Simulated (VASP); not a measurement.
# PtSe2 (Sudovikovite) (P-3m1) in VASP: settings compared

PtSe2 (Sudovikovite) is run at these levels: PBEsol, PBEsol+U; tasks: vibrations by perturbation theory, density of states.

Everything below comes from runs of VASP 6.6.1. Logs are shortened: lines on timing, memory, paths and dates and some standing lists are left out, and cuts for length are marked.

### 1 The cell of the first run

Symmetry: P-3m1, No. 164, trigonal system. The conventional cell has a = 3.724 Å, b = 3.724 Å, c = 5.062 Å, α = 90.00°, β = 90.00°, γ = 120.00°. Within 3.3 Å of Pt (site symmetry -3m) lie 6 Se at 2.49 Å. Se (site symmetry 3m) has 3 Pt at 2.49 Å within 3.3 Å.

### 2 Vibrations by perturbation theory, PBEsol

Contents of INCAR:

```
PREC = Accurate ; ENCUT = 520
EDIFF = 1E-8 ; ISMEAR = -1
SIGMA = 0.05 ; LREAL = False
LASPH = True ; NELM = 100
ALGO = Normal ; ISIF = 2
LWAVE = False ; LCHARG = False
GGA = PS ; IBRION = 8
NSW = 1
```

Contents of KPOINTS:

```
Automatic mesh
0
Gamma
  8 8 5
```

Contents of POSCAR:

```
PtSe2
1.0
    3.7240000000      0.0000000000      0.0000000000
   -1.8620000000      3.2250786037      0.0000000000
    0.0000000000      0.0000000000      5.0620000000
Pt Se
1 2
Direct
    0.0000000000      0.0000000000      0.0000000000
    0.6666666667      0.3333333333      0.7500000000
    0.3333333333      0.6666666667      0.2500000000
```

Potentials or basis: VASP PAW PBE potentials, release 64 (Pt, Se).

Launch:

```console
> cat potpaw_PBE.64/Pt/POTCAR potpaw_PBE.64/Se/POTCAR > POTCAR
> mpirun -np 1 vasp_std > vasp.out
```

OUTCAR:

```text
PREC = Accurate
   ENCUT = 520
   EDIFF = 1E-8
   ISMEAR = -1
   LREAL = False
   LASPH = True
   NELM = 100
   ISIF = 2
   GGA = PS
   IBRION = 8
   NSW = 1

 ion  position               nearest neighbor table
   1  0.000  0.000  0.000-   2 2.49   3 2.49   2 2.49   3 2.49   2 2.49   3 2.49
   2  0.667  0.333  0.750-   1 2.49   1 2.49   1 2.49
   3  0.333  0.667  0.250-   1 2.49   1 2.49   1 2.49

  LATTYP: Found a hexagonal cell.
 ALAT       =     3.7240000000
 C/A-ratio  =     1.3592910849

  Lattice vectors:

 A1 = (   3.7240000000,   0.0000000000,   0.0000000000)
 A2 = (  -1.8620000000,   3.2250786037,   0.0000000000)
 A3 = (   0.0000000000,   0.0000000000,   5.0620000000)

Analysis of symmetry for initial positions (statically):
=====================================================================
 Subroutine PRICEL returns:
 Original cell was already a primitive cell.

 Routine SETGRP: Setting up the symmetry group for a
 hexagonal supercell.

 Subroutine GETGRP returns: Found 12 space group operations
 (whereof 12 operations were pure point group operations)
 out of a pool of 24 trial point group operations.

The static configuration has the point symmetry D_3d.

Analysis of symmetry for dynamics (positions and initial velocities):
=====================================================================
 Subroutine PRICEL returns:
 Original cell was already a primitive cell.

 Routine SETGRP: Setting up the symmetry group for a
 hexagonal supercell.

 Subroutine GETGRP returns: Found 12 space group operations
 (whereof 12 operations were pure point group operations)
 out of a pool of 24 trial point group operations.

The dynamic configuration has the point symmetry D_3d.

 Subroutine INISYM returns: Found 12 space group operations
 (whereof 12 operations are pure point group operations),
 and found     1 'primitive' translations

----------------------------------------------------------------------------------------

                                     Primitive cell

  volume of cell :      60.7956

  direct lattice vectors                    reciprocal lattice vectors
     3.724000000  0.000000000  0.000000000     0.268528464  0.155034981  0.000000000
    -1.862000000  3.225078604  0.000000000     0.000000000  0.310069962  0.000000000
     0.000000000  0.000000000  5.062000000     0.000000000  0.000000000  0.197550375

  length of vectors
     3.724000000  3.724000000  5.062000000     0.310069962  0.310069962  0.197550375

  position of ions in fractional coordinates (direct lattice)
     0.000000000  0.000000000  0.000000000
     0.666666667  0.333333333  0.750000000
     0.333333333  0.666666667  0.250000000

  ion indices of the primitive-cell ions
   primitive index   ion index
                 1           1
                 2           2
                 3           3

----------------------------------------------------------------------------------------

 KPOINTS: Automatic mesh

Automatic generation of k-mesh.
 Grid dimensions read from file:
 generate k-points for:    8    8    5

 Generating k-lattice:

  Cartesian coordinates                     Fractional coordinates (reciprocal lattice)
     0.033566058  0.019379373  0.000000000     0.125000000  0.000000000  0.000000000
     0.000000000  0.038758745  0.000000000     0.000000000  0.125000000  0.000000000
     0.000000000  0.000000000  0.039510075     0.000000000  0.000000000  0.200000000

[... 104 lines left out ...]

 E-fermi :   6.4273     XC(G=0): -10.8048

 val. band max:        6.3013585506   @ k =   0.1250  -0.0000   0.0000
 cond. band min:       6.4534079035   @ k =   0.0000   0.1250   0.2000
 fundamental gap:      0.1520493529
 Fermi energy:         6.4272636811

 k-point     1 :       0.0000    0.0000    0.0000
  band No.  band energies     occupation
      1      -9.3399      2.00000
      2      -6.4929      2.00000
      3      -0.8341      2.00000
      4      -0.1142      2.00000
      5      -0.1142      2.00000
      6       2.3651      2.00000
      7       2.3651      2.00000
      8       3.8137      2.00000
      9       5.3343      2.00000
     10       5.3343      2.00000
     11       6.8118      0.00091
     12       7.8603      0.00000
     13       7.8603      0.00000
     14       9.8908      0.00000
[... 401 lines left out ...]
      2      -7.1544      2.00000
      3      -0.3894      2.00000
      4       0.0880      2.00000
      5       0.5773      2.00000
      6       1.3820      2.00000
      7       1.6827      2.00000
      8       2.9359      2.00000
      9       3.2095      2.00000
     10       3.8826      2.00000
     11       4.8675      2.00000
     12       6.7595      0.00260
     13       7.7421      0.00000
     14      11.3662      0.00000
     15      13.4085      0.00000

 [... further k-points ...]

------------------------ aborting loop because EDIFF is reached ----------------------------------------

  FORCE on cell =-STRESS in cart. coord.  units (eV):
  Direction    XX          YY          ZZ          XY          YZ          ZX
  --------------------------------------------------------------------------------------
  -------------------------------------------------------------------------------------
  Total        1.0204967      1.0204967      0.4780557      0.0000000      0.0000000      0.0000000
  in kB       26.8936704     26.8936704     12.5984469      0.0000000      0.0000000      0.0000000
  external PRESSURE =      22.1285959 kB  Pullay stress =       0.0000000 kB

 VOLUME and BASIS-vectors are now :
 -----------------------------------------------------------------------------
  energy-cutoff  :      520.00
  volume of cell :       60.80
      direct lattice vectors                 reciprocal lattice vectors
     3.724000000  0.000000000  0.000000000     0.268528464  0.155034981  0.000000000
    -1.862000000  3.225078604  0.000000000     0.000000000  0.310069962  0.000000000
     0.000000000  0.000000000  5.062000000     0.000000000  0.000000000  0.197550375

 POSITION                                       TOTAL-FORCE (eV/Angst)
 -----------------------------------------------------------------------------------
      0.00000      0.00000      0.00000         0.000000      0.000000     -0.000000
      1.86200      1.07503      3.79650         0.000000     -0.000000     -0.355886
     -0.00000      2.15005      1.26550        -0.000000      0.000000      0.355886
 -----------------------------------------------------------------------------------
    total drift:                               -0.000000     -0.000000     -0.000000

  FREE ENERGIE OF THE ION-ELECTRON SYSTEM (eV)
  ---------------------------------------------------
  free  energy   TOTEN  =       -15.8882991076 eV

  energy  without entropy=      -15.8821504925  energy(sigma->0) =      -15.88522480

[... ionic steps 2 to 3 ...]

--------------------------------------- Ionic step        4  -------------------------------------------

------------------------ aborting loop because EDIFF is reached ----------------------------------------
[... 11 lines left out ...]
[... ionic steps 8 to 8 ...]

--------------------------------------- Ionic step        9  -------------------------------------------

 Free energy of the ion-electron system (eV)
  ---------------------------------------------------
  ---------------------------------------------------
  free energy    TOTEN  =        -0.09110973 eV

  energy without entropy =       -0.09110821

------------------------ aborting loop because EDIFF is reached ----------------------------------------

 INTERNAL STRAIN TENSOR  FOR ION    2  DIRECTION 3   (eV/Angst):
 -----------------------------------------------------------------------------
    11.76370  0.00000  0.00000
    -0.00000 11.76370 -0.00000
     0.00000  0.00000 14.58037

 INTERNAL STRAIN TENSOR FOR ION    3 for displacements in x,y,z  (eV/Angst):
          X           Y           Z          XY          YZ          ZX
  --------------------------------------------------------------------------------
  x     0.00000     0.00000     0.00000     5.36962     0.00000    -9.48106
  y     5.36962    -5.36962    -0.00000     0.00000   -10.19150     0.00000
  z   -11.76370   -11.76370   -14.58037     0.00000     0.00000     0.00000

 SECOND DERIVATIVES (NOT SYMMETRIZED)
 ------------------------------------
               1X          1Y          1Z          2X          2Y          2Z          3X          3Y          3Z
  1X   -15.718816    0.000000    0.000000    7.859408    0.000000    0.000000    7.859408    0.000000    0.000000
  1Y     0.000000  -15.718816    0.000000    0.000000    7.859408    0.000000    0.000000    7.859408    0.000000
  1Z     0.000000   -0.000000  -16.426032   -0.000000   -0.000000    8.213016    0.000000   -0.000000    8.213016
  2X     7.856865    0.000000    0.000000   -8.347595    0.000000    0.000000    0.490731    0.000000    0.000000
  2Y     0.000000    7.856865    0.000000    0.000000   -8.347595    0.000000    0.000000    0.490731    0.000000
  2Z     0.000000    0.000000    8.212877   -0.000000    0.000000   -9.906965    0.000000    0.000000    1.694088
  3X     7.856865    0.000000    0.000000    0.490731    0.000000    0.000000   -8.347595    0.000000    0.000000
  3Y     0.000000    7.856865    0.000000    0.000000    0.490731    0.000000    0.000000   -8.347595    0.000000
  3Z     0.000000    0.000000    8.212877    0.000000    0.000000    1.694088   -0.000000    0.000000   -9.906965

 Eigenvectors and eigenvalues of the dynamical matrix
 ----------------------------------------------------

   1 f  =    6.782307 THz    42.614491 2PiTHz  226.233405 cm-1    28.049355 meV
             X         Y         Z           dx          dy          dz
      0.000000  0.000000  0.000000     0.000000   -0.000000   -0.668857
      1.862000  1.075026  3.796500    -0.000000    0.000000    0.525657
     -0.000000  2.150052  1.265500    -0.000000    0.000000    0.525657
[... 43 lines left out ...]
   9 f/i=    0.000534 THz     0.003354 2PiTHz    0.017804 cm-1     0.002207 meV
             X         Y         Z           dx          dy          dz
      0.000000  0.000000  0.000000     0.712769    0.210985    0.000000
      1.862000  1.075026  3.796500     0.453541    0.134252    0.000000
     -0.000000  2.150052  1.265500     0.453541    0.134252    0.000000

--------------------------------------------------------------------------------------------------------

 ELASTIC MODULI CONTR FROM IONIC RELAXATION (kBar)
 Direction    XX          YY          ZZ          XY          YZ          ZX
 --------------------------------------------------------------------------------
 XX        -800.6659   -456.7789   -779.2620     -0.0000    326.3473      0.0000
 YY        -456.7789   -800.6659   -779.2620     -0.0000   -326.3473      0.0000
 ZZ        -779.2620   -779.2620   -965.8466     -0.0000     -0.0000      0.0000
 XY          -0.0000     -0.0000     -0.0000   -171.9435      0.0000    303.5980
 YZ         326.3473   -326.3473     -0.0000      0.0000   -619.4044     -0.0000
 ZX           0.0000      0.0000      0.0000    303.5980     -0.0000   -536.0583
 --------------------------------------------------------------------------------
```

It took 4.3 min on 1 thread of AMD EPYC 9R45 (Zen 5), shared host; peak memory 0.48 GiB.

What came out:

```yaml
Highest_phonon_frequency_at_Γ_LO-TO_splitting_left_out: 226 cm⁻¹
```

Phonon frequencies in cm⁻¹ (negative: imaginary):
```
              q point                    frequencies
(0.000, 0.000, 0.000)  0 0 0 174 174 200 221 221 226
```

Caveat: the cell wasn't relaxed at this level first, which shifts response properties; the PAW data sets were made with another functional, which shifts forces and pressure a little; spin-orbit coupling is left out, which moves the levels of the heavy elements.

(Continued in part 2 of 2.)
